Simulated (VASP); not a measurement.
The system is CoO.

```xyz
2
Lattice="0.0000 2.1733 2.1733 2.1733 0.0000 2.1733 2.1733 2.1733 0.0000" Properties=species:S:1:pos:R:3 pbc="T T T"
Co    0.0000    0.0000    0.0000
O     2.1733    2.1733    2.1733
```

This cell differs from its parent crystal: volume scaled by 1.06.

Base run:

- Program: VASP 6.6.1
- Functional: LDA
- Potentials or basis: VASP PAW LDA potentials, release 64 (Co, O)
- Cutoff: 520 eV
- k mesh: 11 × 11 × 11
- Occupations: fermi-dirac, width 0.05 eV
- Spin: collinear spin, ferromagnetic start
- Starting moments: [2.0, 0.0] μB

Its results: pressure -26.5 GPa; net moment 2.92 μB per cell; site moments Co +2.52; O +0.33 μB.

The run is repeated on the same cell with these changes: potentials or basis from VASP PAW LDA potentials, release 64 (Co, O) to VASP PAW LDA potentials, release 64 (Co_sv, O); cutoff from 520 eV to 600 eV; further incar settings from ALGO = Normal; EDIFF = 1e-06; NBANDS = 18 to ALGO = Normal; EDIFF = 1e-06; NBANDS = 22; valence electrons from 15 to 23. What comes out?

Pressure -28.3 GPa; net moment 2.94 μB per cell; site moments Co +2.49; O +0.33 μB.

Caveats: a cell with one magnetic atom can't hold antiferromagnetic order, which such compounds often take.
